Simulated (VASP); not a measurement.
# Si3NiMo (Pm-3m) in VASP: a series of runs, part 2 of 2

VASP 6.6.1.

## Step 3: Relaxation of cell and atoms, PBE

This run uses another cell than the first one, of 20.22 Å³/atom.

INCAR reads:

```
PREC = Accurate ; ENCUT = 600
EDIFF = 1E-6 ; ISMEAR = 0
SIGMA = 0.1 ; LREAL = False
LASPH = True ; NELM = 60
ALGO = Normal ; ISIF = 3
LWAVE = False ; LCHARG = False
GGA = PE ; IBRION = 2
NSW = 100 ; EDIFFG = -0.01
```

KPOINTS reads:

```
regular mesh
0
Gamma
  8 8 8
```

POSCAR reads:

```
Si3NiMo
1.0
    4.6583502060      0.0000000000      0.0000000000
    0.0000000000      4.6583502060      0.0000000000
    0.0000000000      0.0000000000      4.6583502060
Si Ni Mo
3 1 1
Direct
    0.5000000000      0.0000000000      0.0000000000
    0.0000000000      0.5000000000      0.0000000000
    0.0000000000      0.0000000000      0.5000000000
    0.5000000000      0.5000000000      0.5000000000
    0.0000000000      0.0000000000      0.0000000000
```

Potentials or basis: VASP PAW PBE potentials, release 64 (Si, Ni, Mo_sv).

Started as:

```console
cat potpaw_PBE.64/Si/POTCAR potpaw_PBE.64/Ni/POTCAR potpaw_PBE.64/Mo_sv/POTCAR > POTCAR
mpirun -np 1 vasp_std > vasp.out
```

OUTCAR:

```text
PREC = Accurate
   ENCUT = 600
   EDIFF = 1E-6
   ISMEAR = 0
   LREAL = False
   LASPH = True
   NELM = 60
   ISIF = 3
   GGA = PE
   IBRION = 2
   NSW = 100
   EDIFFG = -0.01

 ion  position               nearest neighbor table
   1  0.500  0.000  0.000-   5 2.33   5 2.33
   2  0.000  0.500  0.000-   5 2.33   5 2.33
   3  0.000  0.000  0.500-   5 2.33   5 2.33
   4  0.500  0.500  0.500-
   5  0.000  0.000  0.000-   1 2.33   2 2.33   3 2.33   3 2.33   2 2.33   1 2.33

  LATTYP: Found a simple cubic cell.
 ALAT       =     4.6583502060

  Lattice vectors:

 A1 = (   4.6583502060,   0.0000000000,   0.0000000000)
 A2 = (   0.0000000000,   4.6583502060,   0.0000000000)
 A3 = (   0.0000000000,   0.0000000000,   4.6583502060)

Analysis of symmetry for initial positions (statically):
=====================================================================
 Subroutine PRICEL returns:
 Original cell was already a primitive cell.

 Routine SETGRP: Setting up the symmetry group for a
 simple cubic supercell.

 Subroutine GETGRP returns: Found 48 space group operations
 (whereof 48 operations were pure point group operations)
 out of a pool of 48 trial point group operations.

The static configuration has the point symmetry O_h .

Analysis of symmetry for dynamics (positions and initial velocities):
=====================================================================
 Subroutine PRICEL returns:
 Original cell was already a primitive cell.

 Routine SETGRP: Setting up the symmetry group for a
 simple cubic supercell.

 Subroutine GETGRP returns: Found 48 space group operations
 (whereof 48 operations were pure point group operations)
 out of a pool of 48 trial point group operations.

The dynamic configuration has the point symmetry O_h .

 Subroutine INISYM returns: Found 48 space group operations
 (whereof 48 operations are pure point group operations),
 and found     1 'primitive' translations

----------------------------------------------------------------------------------------

                                     Primitive cell

  volume of cell :     101.0873

  direct lattice vectors                    reciprocal lattice vectors
     4.658350206  0.000000000  0.000000000     0.214668274  0.000000000  0.000000000
     0.000000000  4.658350206  0.000000000     0.000000000  0.214668274  0.000000000
     0.000000000  0.000000000  4.658350206     0.000000000  0.000000000  0.214668274

  length of vectors
     4.658350206  4.658350206  4.658350206     0.214668274  0.214668274  0.214668274

  position of ions in fractional coordinates (direct lattice)
     0.500000000  0.000000000  0.000000000
     0.000000000  0.500000000  0.000000000
     0.000000000  0.000000000  0.500000000
     0.500000000  0.500000000  0.500000000
     0.000000000  0.000000000  0.000000000

  ion indices of the primitive-cell ions
   primitive index   ion index
                 1           1
                 2           2
                 3           3
                 4           4
                 5           5

----------------------------------------------------------------------------------------

 KPOINTS: regular mesh

Automatic generation of k-mesh.
 Grid dimensions read from file:
 generate k-points for:    8    8    8

 Generating k-lattice:

  Cartesian coordinates                     Fractional coordinates (reciprocal lattice)
     0.026833534  0.000000000  0.000000000     0.125000000  0.000000000  0.000000000
     0.000000000  0.026833534  0.000000000     0.000000000  0.125000000  0.000000000
     0.000000000  0.000000000  0.026833534     0.000000000  0.000000000  0.125000000

  Length of vectors
     0.026833534  0.026833534  0.026833534

  Shift w.r.t. Gamma in fractional coordinates (k-lattice)
     0.000000000  0.000000000  0.000000000

 Subroutine IBZKPT returns following result:
 ===========================================

 Found     35 irreducible k-points:

 Following reciprocal coordinates:
            Coordinates               Weight
  0.000000  0.000000  0.000000      1.000000
  0.125000  0.000000  0.000000      6.000000
  0.250000  0.000000  0.000000      6.000000
  0.375000  0.000000  0.000000      6.000000
  0.500000  0.000000  0.000000      3.000000
  0.125000  0.125000  0.000000     12.000000
[... 16 lines left out ...]
  0.375000  0.375000  0.125000     24.000000
  0.500000  0.375000  0.125000     24.000000
 [... further k-points ...]
   k-points           NKPTS =     35   k-points in BZ     NKDIM =     35   number of bands    NBANDS=     22
   number of dos      NEDOS =    301   number of ions     NIONS =      5
   total plane-waves  NPLWV =  64000
   dimension x,y,z NGX =    40 NGY =   40 NGZ =   40
   dimension x,y,z NGXF=    80 NGYF=   80 NGZF=   80
   ions per type =               3   1   1
   NGX,Y,Z   is equivalent  to a cutoff of  14.28, 14.28, 14.28 a.u.
   NGXF,Y,Z  is equivalent  to a cutoff of  28.55, 28.55, 28.55 a.u.
 SYSTEM =  unknown system
   PREC   = accura    normal or accurate (medium, high low for compatibility)
   ISTART =      0    job   : 0-new  1-cont  2-samecut
   ICHARG =      2    charge: 1-file 2-atom 10-const
   ISPIN  =      1    spin polarized calculation?
   LNONCOLLINEAR =      F non collinear calculations
   LSORBIT =      F    spin-orbit coupling
   LASPH  =      T    aspherical Exc in radial PAW
   ENCUT  =  600.0 eV  44.10 Ry    6.64 a.u.   9.30  9.30  9.30*2*pi/ulx,y,z
   NELM   =     60;   NELMIN=  2; NELMDL= -5     # of ELM steps
   EDIFF  = 0.1E-05   stopping-criterion for ELM
   LREAL  =      F    real-space projection
   EDIFFG = -.1E-01   stopping-criterion for IOM
   NSW    =    100    number of steps for IOM
   IBRION =      2    ionic relax: 0-MD 1-quasi-New 2-CG
   NFREE  =      1    steps in history (QN), initial steepest desc. (CG)
   ISIF   =      3    stress and relaxation
   ISYM   =      2    0-nonsym 1-usesym 2-fastsym
   POTIM  = 0.5000    time-step for ionic-motion
   TEBEG  =    0.0;   TEEND  =   0.0 temperature during run
   PSTRESS=    0.0 pullay stress
   NELECT =      36.0000    total number of electrons
   NUPDOWN=      -1.0000    fix difference up-down
   EMIN   =  10.00;   EMAX   =-10.00  energy-range for DOS
   EFERMI =   0.00;   METHOD = LEGACY
   ISMEAR =     0;   SIGMA  =   0.10  broadening in eV -4-tet -1-fermi 0-gaus
   EFERMI_NEDOS =   21; number of points for ismear=-14 and -15
   IALGO  =     38    algorithm
   IMIX   =      4    mixing-type and parameters
     AMIX     =   0.40;   BMIX     =  1.00
     AMIX_MAG =   1.60;   BMIX_MAG =  1.00
  volume/ion in A,a.u.               =      20.22       136.43
  Fermi-wavevector in a.u.,A,eV,Ry     =   1.160407  2.192851 18.320837  1.346544
  Thomas-Fermi vector in A             =   2.296989
   LORBIT       =      0    0 simple, 1 ext, 2 COOP (PROOUT), +10 PAW based schemes
   GGA     = PE    functional components
   LHFCALC =     F    Hartree Fock is set to
   AEXX    =    0.0000 exact exchange contribution
   IVDW    =     0    specifies the selected vdW correction
   LEPSILON=     F    determine dielectric tensor
   LRPA    =     F    only Hartree local field effects (RPA)
 conjugate gradient relaxation of ions
 non-spin polarized calculation
 Gauss-broadening in eV      SIGMA  =   0.10
  energy-cutoff  :      600.00
  volume of cell :      101.09
 maximum number of plane-waves:      3407
 NGX is ok and might be reduce to    40
   NGX = 19   NGY = 19   NGZ = 19

--------------------------------------- Ionic step        1  -------------------------------------------

 number of electron      35.9999986 magnetization

 Free energy of the ion-electron system (eV)
  ---------------------------------------------------
  ext. energy  EPLUGINS =         0.00000000
  ---------------------------------------------------
  free energy    TOTEN  =       -27.99177036 eV

  energy without entropy =      -27.96970821  energy(sigma->0) =      -27.98073928

 E-fermi :   5.9324     XC(G=0): -10.0276

 val. band max:        5.9244721669   @ k =   0.5000   0.5000   0.2500
 cond. band min:       5.9373995957   @ k =   0.5000   0.5000   0.0000
 fundamental gap:      0.0129274288
 Fermi energy:         5.9324005303

 k-point     1 :       0.0000    0.0000    0.0000
  band No.  band energies     occupation
      1     -54.2481      2.00000
      2     -28.5303      2.00000
      3     -28.5303      2.00000
      4     -28.5303      2.00000
      5      -4.1125      2.00000
      6      -1.0034      2.00000
[... 666 lines left out ...]
  energy  without entropy=      -27.9695498952  energy(sigma->0) =      -27.98106416

--------------------------------------- Ionic step        3  -------------------------------------------

 number of electron      35.9999987 magnetization

 Free energy of the ion-electron system (eV)
  ---------------------------------------------------
  ext. energy  EPLUGINS =         0.00000000
  ---------------------------------------------------
  free energy    TOTEN  =       -27.99327931 eV

  energy without entropy =      -27.97065549  energy(sigma->0) =      -27.98196740

 E-fermi :   5.8560     XC(G=0):  -9.9965

 val. band max:        5.8536661169   @ k =   0.5000   0.5000   0.0000
 cond. band min:       5.8580211719   @ k =   0.5000   0.5000   0.2500
 fundamental gap:      0.0043550550
 Fermi energy:         5.8559552904

 k-point     1 :       0.0000    0.0000    0.0000
  band No.  band energies     occupation
      1     -54.3303      2.00000
      2     -28.6062      2.00000
      3     -28.6062      2.00000
      4     -28.6062      2.00000
      5      -4.1477      2.00000
      6      -1.0579      2.00000
[... 623 lines left out ...]
  FREE ENERGIE OF THE ION-ELECTRON SYSTEM (eV)
  ---------------------------------------------------
  free  energy   TOTEN  =       -27.9932793128 eV

  energy  without entropy=      -27.9706554861  energy(sigma->0) =      -27.98196740

 reached required accuracy - stopping structural energy minimisation
```

Run time: 4.4 min. Hardware: 1 thread of Intel Xeon 8259CL, shared host; peak memory 0.32 GiB.

Results:

| Quantity | Value |
| --- | --- |
| Free energy | -27.9933 eV |
| Relaxed volume | 20.37 Å³/atom |
| Relaxed cell | a = 4.670 Å, b = 4.670 Å, c = 4.670 Å, α = 90.00°, β = 90.00°, γ = 90.00° |
| Space group after relaxing (to 0.1 Å) | Pm-3m (No. 221) |
| Energy gained by relaxing | 0.3 meV/atom |
| Ionic steps | 3 |
| Pressure after relaxing | 0.0 GPa |
| Band gap on the k mesh | zero (bands 18 and 19 overlap by 0.38 eV) |

Step by step:
| step | energy change (eV) | largest force (eV/Å) | pressure (GPa) | volume (Å³) |
| --- | --- | --- | --- | --- |
| 1 | 0.0000 | 0.0000 | 0.70 | 101.09 |
| 2 | -0.0008 | 0.0000 | -0.40 | 102.39 |
| 3 | -0.0015 | 0.0000 | 0.03 | 101.83 |

Final structure:
```
Si Ni Mo
1.0
     4.66969    0.00000    0.00000
     0.00000    4.66969    0.00000
     0.00000    0.00000    4.66969
Si Ni Mo
3 1 1
Direct
  0.50000 0.00000 0.00000
  0.00000 0.50000 0.00000
  0.00000 0.00000 0.50000
  0.50000 0.50000 0.50000
  0.00000 0.00000 0.00000
```

Spin polarisation is off, so any magnetic state and its effect on volume and gap are missing.

The gap in the log of VASP goes by the Fermi energy; the results here count the filled bands.